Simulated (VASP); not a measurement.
# BeTe (F-43m) in VASP: further runs

BeTe is run at these levels: PBE; tasks: single point, relaxation of volume and atoms at fixed shape.

All numbers are computed with VASP 6.6.1; they aren't measurements. Logs are shortened: lines on timing, memory, paths and dates and some standing lists are left out, and cuts for length are marked.

### Step 1. The cell of the first run

Symmetry: F-43m, No. 216, cubic system. The conventional cell has a = 5.668 Å, b = 5.668 Å, c = 5.668 Å, α = 90.00°, β = 90.00°, γ = 90.00°. Be (site symmetry -43m) has 4 Te at 2.45 Å within 3.2 Å. Within 3.2 Å of Te (site symmetry -43m) lie 4 Be at 2.45 Å.

### Step 2. Single point, PBE

Input file INCAR:

```
PREC = Accurate ; ENCUT = 600
EDIFF = 1E-6 ; ISMEAR = -1
SIGMA = 0.02 ; LREAL = F
LASPH = T ; NELM = 120
ALGO = Normal ; ISIF = 2
LWAVE = F ; LCHARG = F
GGA = PE ; NBANDS = 11
GGA_COMPAT = F
```

Input file KPOINTS:

```
Automatic mesh
0
Gamma
  5 5 5
```

Input file POSCAR:

```
BeTe
1.0
    0.0000000000      2.8339206950      2.8339206950
    2.8339206950      0.0000000000      2.8339206950
    2.8339206950      2.8339206950      0.0000000000
Be Te
1 1
Direct
    0.0000000000      0.0000000000      0.0000000000
    0.2500000000      0.2500000000      0.2500000000
```

Potentials or basis: VASP PAW PBE potentials, release 64 (Be, Te).

Launch:

```sh
> cat potpaw_PBE.64/Be/POTCAR potpaw_PBE.64/Te/POTCAR > POTCAR
> mpirun -np 1 vasp_std > vasp.out
```

OUTCAR:

```text
PREC = Accurate
   ENCUT = 600
   EDIFF = 1E-6
   ISMEAR = -1
   LREAL = F
   LASPH = T
   NELM = 120
   ISIF = 2
   GGA = PE

 ion  position               nearest neighbor table
   1  0.000  0.000  0.000-   2 2.45   2 2.45   2 2.45   2 2.45
   2  0.250  0.250  0.250-   1 2.45   1 2.45   1 2.45   1 2.45

  LATTYP: Found a face centered cubic cell.
 ALAT       =     5.6678413900

  Lattice vectors:

 A1 = (   0.0000000000,   2.8339206950,   2.8339206950)
 A2 = (   2.8339206950,   0.0000000000,   2.8339206950)
 A3 = (   2.8339206950,   2.8339206950,   0.0000000000)

Analysis of symmetry for initial positions (statically):
=====================================================================
 Subroutine PRICEL returns:
 Original cell was already a primitive cell.

 Routine SETGRP: Setting up the symmetry group for a
 face centered cubic supercell.

 Subroutine GETGRP returns: Found 24 space group operations
 (whereof 24 operations were pure point group operations)
 out of a pool of 48 trial point group operations.

The static configuration has the point symmetry T_d .

Analysis of symmetry for dynamics (positions and initial velocities):
=====================================================================
 Subroutine PRICEL returns:
 Original cell was already a primitive cell.

 Routine SETGRP: Setting up the symmetry group for a
 face centered cubic supercell.

 Subroutine GETGRP returns: Found 24 space group operations
 (whereof 24 operations were pure point group operations)
 out of a pool of 48 trial point group operations.

The dynamic configuration has the point symmetry T_d .

 Subroutine INISYM returns: Found 24 space group operations
 (whereof 24 operations are pure point group operations),
 and found     1 'primitive' translations

----------------------------------------------------------------------------------------

                                     Primitive cell

  volume of cell :      45.5190

  direct lattice vectors                    reciprocal lattice vectors
     0.000000000  2.833920695  2.833920695    -0.176434013  0.176434013  0.176434013
     2.833920695  0.000000000  2.833920695     0.176434013 -0.176434013  0.176434013
     2.833920695  2.833920695  0.000000000     0.176434013  0.176434013 -0.176434013

  length of vectors
     4.007769082  4.007769082  4.007769082     0.305592674  0.305592674  0.305592674

  position of ions in fractional coordinates (direct lattice)
     0.000000000  0.000000000  0.000000000
     0.250000000  0.250000000  0.250000000

  ion indices of the primitive-cell ions
   primitive index   ion index
                 1           1
                 2           2

----------------------------------------------------------------------------------------

 KPOINTS: Automatic mesh

Automatic generation of k-mesh.
 Grid dimensions read from file:
 generate k-points for:    5    5    5

 Generating k-lattice:

  Cartesian coordinates                     Fractional coordinates (reciprocal lattice)
    -0.035286803  0.035286803  0.035286803     0.200000000  0.000000000  0.000000000
     0.035286803 -0.035286803  0.035286803     0.000000000  0.200000000  0.000000000
     0.035286803  0.035286803 -0.035286803     0.000000000  0.000000000  0.200000000

  Length of vectors
     0.061118535  0.061118535  0.061118535

  Shift w.r.t. Gamma in fractional coordinates (k-lattice)
     0.000000000  0.000000000  0.000000000

 Subroutine IBZKPT returns following result:
 ===========================================

 Found     10 irreducible k-points:

 Following reciprocal coordinates:
            Coordinates               Weight
  0.000000  0.000000  0.000000      1.000000
  0.200000  0.000000  0.000000      8.000000
  0.400000  0.000000  0.000000      8.000000
  0.200000  0.200000  0.000000      6.000000
  0.400000  0.200000  0.000000     24.000000
 -0.400000  0.200000  0.000000     24.000000
 -0.200000  0.200000  0.000000     12.000000
  0.400000  0.400000  0.000000      6.000000
 -0.400000  0.400000  0.000000     12.000000
 -0.400000  0.400000  0.200000     24.000000
   k-points           NKPTS =     10   k-points in BZ     NKDIM =     10   number of bands    NBANDS=     11
   number of dos      NEDOS =    301   number of ions     NIONS =      2
   total plane-waves  NPLWV =  32768
   dimension x,y,z NGX =    32 NGY =   32 NGZ =   32
   dimension x,y,z NGXF=    64 NGYF=   64 NGZF=   64
   ions per type =               1   1
   NGX,Y,Z   is equivalent  to a cutoff of  13.27, 13.27, 13.27 a.u.
   NGXF,Y,Z  is equivalent  to a cutoff of  26.55, 26.55, 26.55 a.u.
 SYSTEM =  unknown system
   PREC   = accura    normal or accurate (medium, high low for compatibility)
   ISTART =      0    job   : 0-new  1-cont  2-samecut
   ICHARG =      2    charge: 1-file 2-atom 10-const
   ISPIN  =      1    spin polarized calculation?
   LNONCOLLINEAR =      F non collinear calculations
   LSORBIT =      F    spin-orbit coupling
   LASPH  =      T    aspherical Exc in radial PAW
   ENCUT  =  600.0 eV  44.10 Ry    6.64 a.u.   8.00  8.00  8.00*2*pi/ulx,y,z
   NELM   =    120;   NELMIN=  2; NELMDL= -5     # of ELM steps
   EDIFF  = 0.1E-05   stopping-criterion for ELM
   LREAL  =      F    real-space projection
   EDIFFG = 0.1E-04   stopping-criterion for IOM
   NSW    =      0    number of steps for IOM
   IBRION =     -1    ionic relax: 0-MD 1-quasi-New 2-CG
   NFREE  =      0    steps in history (QN), initial steepest desc. (CG)
   ISIF   =      2    stress and relaxation
   ISYM   =      2    0-nonsym 1-usesym 2-fastsym
   POTIM  = 0.5000    time-step for ionic-motion
   TEBEG  =    0.0;   TEEND  =   0.0 temperature during run
   PSTRESS=    0.0 pullay stress
   NELECT =       8.0000    total number of electrons
   NUPDOWN=      -1.0000    fix difference up-down
   EMIN   =  10.00;   EMAX   =-10.00  energy-range for DOS
   EFERMI =   0.00;   METHOD = LEGACY
   ISMEAR =    -1;   SIGMA  =   0.02  broadening in eV -4-tet -1-fermi 0-gaus
   EFERMI_NEDOS =   21; number of points for ismear=-14 and -15
   IALGO  =     38    algorithm
   IMIX   =      4    mixing-type and parameters
     AMIX     =   0.40;   BMIX     =  1.00
     AMIX_MAG =   1.60;   BMIX_MAG =  1.00
  volume/ion in A,a.u.               =      22.76       153.59
  Fermi-wavevector in a.u.,A,eV,Ry     =   0.917009  1.732897 11.441225  0.840906
  Thomas-Fermi vector in A             =   2.041930
   LORBIT       =      0    0 simple, 1 ext, 2 COOP (PROOUT), +10 PAW based schemes
   GGA     = PE    functional components
   LHFCALC =     F    Hartree Fock is set to
   AEXX    =    0.0000 exact exchange contribution
   IVDW    =     0    specifies the selected vdW correction
   LEPSILON=     F    determine dielectric tensor
   LRPA    =     F    only Hartree local field effects (RPA)
 non-spin polarized calculation
  energy-cutoff  :      600.00
  volume of cell :       45.52
 maximum number of plane-waves:      1532
   NGX = 17   NGY = 17   NGZ = 17

 number of electron       8.0000000 magnetization

 Free energy of the ion-electron system (eV)
  ---------------------------------------------------
  ext. energy  EPLUGINS =         0.00000000
  ---------------------------------------------------
  free energy    TOTEN  =        -7.60413167 eV

  energy without entropy =       -7.60413167  energy(sigma->0) =       -7.60413167

 E-fermi :   5.3219     XC(G=0):  -8.9760

 val. band max:        4.8924931069   @ k =   0.0000   0.0000   0.0000
 cond. band min:       7.0087641201   @ k =   0.4000   0.4000   0.0000
 fundamental gap:      2.1162710132
 Fermi energy:         5.3219337004

 k-point     1 :       0.0000    0.0000    0.0000
  band No.  band energies     occupation
      1      -7.2799      2.00000
      2       4.8925      2.00000
      3       4.8925      2.00000
      4       4.8925      2.00000
      5       8.5134      0.00000
      6       8.5134      0.00000
      7       8.5134      0.00000
      8       8.5751      0.00000
      9      13.1786      0.00000
     10      15.0939      0.00000
     11      15.0939      0.00000

 k-point     2 :       0.2000    0.0000    0.0000
  band No.  band energies     occupation
      1      -6.9235      2.00000
      2       2.4034      2.00000
      3       4.4091      2.00000
      4       4.4091      2.00000
      5       8.2546      0.00000
      6       9.1913      0.00000
      7       9.1913      0.00000
      8      11.0909      0.00000
      9      13.8730      0.00000
     10      13.8730      0.00000
     11      13.8948      0.00000

 k-point     3 :       0.4000    0.0000    0.0000
  band No.  band energies     occupation
      1      -6.1552      2.00000
      2      -0.1253      2.00000
      3       3.8669      2.00000
      4       3.8669      2.00000
      5       7.9568      0.00000
      6       9.5070      0.00000
      7       9.5070      0.00000
      8      12.7412      0.00000
      9      14.8565      0.00000
     10      15.2514      0.00000
     11      15.2514      0.00000

 k-point     4 :       0.2000    0.2000    0.0000
  band No.  band energies     occupation
      1      -6.8031      2.00000
      2       2.7373      2.00000
      3       3.6402      2.00000
      4       3.6402      2.00000
      5       7.7635      0.00000
      6       9.7266      0.00000
      7      10.5023      0.00000
      8      10.5023      0.00000
      9      12.8282      0.00000
     10      14.8970      0.00000
     11      15.7109      0.00000
[... 43 lines left out ...]
 k-point     8 :       0.4000    0.4000    0.0000
  band No.  band energies     occupation
      1      -5.7534      2.00000
      2       0.3043      2.00000
      3       2.4734      2.00000
      4       2.4734      2.00000
      5       7.0088      0.00000
      6       7.8819      0.00000
      7      13.6213      0.00000
      8      13.6213      0.00000
      9      15.6566      0.00000
     10      17.4404      0.00000
     11      17.5578      0.00000

 k-point     9 :      -0.4000    0.4000    0.0000
  band No.  band energies     occupation
      1      -5.5085      2.00000
      2       0.1152      2.00000
      3       1.3612      2.00000
      4       2.5778      2.00000
      5       7.4580      0.00000
      6       9.2888      0.00000
      7      13.1977      0.00000
      8      13.3834      0.00000
      9      14.5251      0.00000
     10      15.8873      0.00000
     11      17.9209      0.00000

 k-point    10 :      -0.4000    0.4000    0.2000
  band No.  band energies     occupation
      1      -5.6341      2.00000
      2       0.3391      2.00000
      3       1.4663      2.00000
      4       2.3697      2.00000
      5       9.3111      0.00000
      6       9.9129      0.00000
      7      10.2721      0.00000
      8      12.9575      0.00000
      9      14.3624      0.00000
     10      15.9722      0.00000
     11      17.9162      0.00000

------------------------ aborting loop because EDIFF is reached ----------------------------------------

  FORCE on cell =-STRESS in cart. coord.  units (eV):
  Direction    XX          YY          ZZ          XY          YZ          ZX
  --------------------------------------------------------------------------------------
  -------------------------------------------------------------------------------------
  Total        0.0402283      0.0402283      0.0402283      0.0000000      0.0000000     -0.0000000
  in kB        1.4159532      1.4159532      1.4159532      0.0000000      0.0000000     -0.0000000
  external PRESSURE =       1.4159532 kB  Pullay stress =       0.0000000 kB

 VOLUME and BASIS-vectors are now :
 -----------------------------------------------------------------------------
  energy-cutoff  :      600.00
  volume of cell :       45.52
      direct lattice vectors                 reciprocal lattice vectors
     0.000000000  2.833920695  2.833920695    -0.176434013  0.176434013  0.176434013
     2.833920695  0.000000000  2.833920695     0.176434013 -0.176434013  0.176434013
     2.833920695  2.833920695  0.000000000     0.176434013  0.176434013 -0.176434013

 POSITION                                       TOTAL-FORCE (eV/Angst)
 -----------------------------------------------------------------------------------
      0.00000      0.00000      0.00000        -0.000000     -0.000000      0.000000
      1.41696      1.41696      1.41696         0.000000      0.000000     -0.000000
 -----------------------------------------------------------------------------------
    total drift:                                0.000000      0.000000      0.000000

  FREE ENERGIE OF THE ION-ELECTRON SYSTEM (eV)
  ---------------------------------------------------
  free  energy   TOTEN  =        -7.6041316667 eV

  energy  without entropy=       -7.6041316667  energy(sigma->0) =       -7.60413167
```

It took 7.6 s on 1 thread of AMD EPYC 7R43 (Zen 3), shared host; peak memory 0.14 GiB.

Results:

- Free energy: -7.6041 eV
- Pressure: 0.1 GPa
- Band gap on the k mesh: 2.12 eV (least direct gap 3.62 eV)

Caveat: spin-orbit coupling is left out, which moves the levels of the heavy elements; an odd mesh through Γ misses points on the zone boundary, where band edges can lie.

### Step 3. Relaxation of volume and atoms at fixed shape, PBE

This run uses another cell than the first one, of 21.25 Å³/atom.

Input file INCAR:

```
SYSTEM = BeTe
PREC = Accurate
ENCUT = 600
EDIFF = 1E-7
ISMEAR = -1
SIGMA = 0.02
LREAL = .False.
LASPH = .True.
NELM = 120
ALGO = Normal
ISIF = 8
LWAVE = .False.
LCHARG = .False.
GGA = PE
IBRION = 2
NSW = 60
EDIFFG = -0.01
GGA_COMPAT = .False.
NELMIN = 4
```

Input file KPOINTS:

```
Automatic mesh
0
Gamma
  5 5 5
  0 0 0
```

Input file POSCAR:

```
BeTe
1.0
    0.0000000000      2.7700000000      2.7700000000
    2.7700000000      0.0000000000      2.7700000000
    2.7700000000      2.7700000000      0.0000000000
Be Te
1 1
Direct
    0.0000000000      0.0000000000      0.0000000000
    0.2500000000      0.2500000000      0.2500000000
```

Potentials or basis: VASP PAW PBE potentials, release 64 (Be, Te).

Launch:

```sh
> cat potpaw_PBE.64/Be/POTCAR potpaw_PBE.64/Te/POTCAR > POTCAR
> mpirun -np 1 vasp_std > vasp.out
```

Wall time 16 s (1 thread of AMD EPYC 7R43 (Zen 3), shared host); peak memory 0.15 GiB.

Results (log left out):

| Item | Value |
| --- | --- |
| Free energy | -7.6041 eV |
| Relaxed volume | 22.81 Å³/atom |
| Relaxed cell | a = 4.011 Å, b = 4.011 Å, c = 4.011 Å, α = 60.00°, β = 60.00°, γ = 60.00° |
| Space group after relaxing (to 0.1 Å) | F-43m (No. 216) |
| Energy gained by relaxing | 21.2 meV/atom |
| Ionic steps | 3 |
| Pressure after relaxing | 0.0 GPa |
| Band gap on the k mesh | 2.12 eV (least direct gap 3.62 eV) |

The path:
```
step  energy change (eV)  largest force (eV/Å)  pressure (GPa)  volume (Å³)
   1              0.0000                0.0000            4.61        42.51
   2             -0.0402                0.0000           -0.89        46.38
   3             -0.0423                0.0000            0.01        45.62
```

Final structure:
```xyz
2
Lattice="0.0000 2.8360 2.8360 2.8360 0.0000 2.8360 2.8360 2.8360 0.0000" Properties=species:S:1:pos:R:3 pbc="T T T"
Be    0.0000    0.0000    0.0000
Te    1.4180    1.4180    1.4180
```

Levels at points of the mesh, in eV from the valence-band top:
```csv
k point,band 1,band 2,band 3,band 4,band 5,band 6,band 7,band 8
"(0.00, 0.00, 0.00)",-12.16,0.00,0.00,0.00,3.62,3.62,3.62,3.67
```

Caveat: spin-orbit coupling is left out, which moves the levels of the heavy elements; an odd mesh through Γ misses points on the zone boundary, where band edges can lie.
